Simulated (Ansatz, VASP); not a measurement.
# CdSn2: VASP beside Ansatz

```xyz
3
Lattice="0.0000 3.5144 3.5144 3.5144 0.0000 3.5144 3.5144 3.5144 0.0000" Properties=species:S:1:pos:R:3 pbc="T T T"
Cd    0.0000    0.0000    0.0000
Sn    1.7572    1.7572    1.7572
Sn    5.2716    5.2716    5.2716
```

Alike in both runs: task relaxation of cell and atoms; functional PBE; k mesh 12 × 12 × 12; occupations gaussian, width 0.1 eV; no spin polarisation.

|  | VASP | Ansatz |
| --- | --- | --- |
| version | VASP 6.6.1 | Ansatz 0.2.0 |
| potentials or method | VASP PAW PBE potentials, release 64 (Cd, Sn_d), cutoff 600 eV | scalar-relativistic, plane waves, PAW |
| valence electrons in the cell | 40 | 48 |

```tsv
	VASP	Ansatz	Ansatz less VASP
gap on the k mesh at the Fermi level, each at its own relaxed structure (eV)	none	none	-
relaxed volume (Å³/atom)	29.45	29.41	-0.035
relaxed cell length with the largest relative difference (Å)	4.999	4.997	-0.0020
```

A gap of «none» marks a metal or a gap that the smearing closes. VASP's potentials hold 40 valence electrons a cell and Ansatz's 48, so a difference there can come from the potentials and not from the codes.
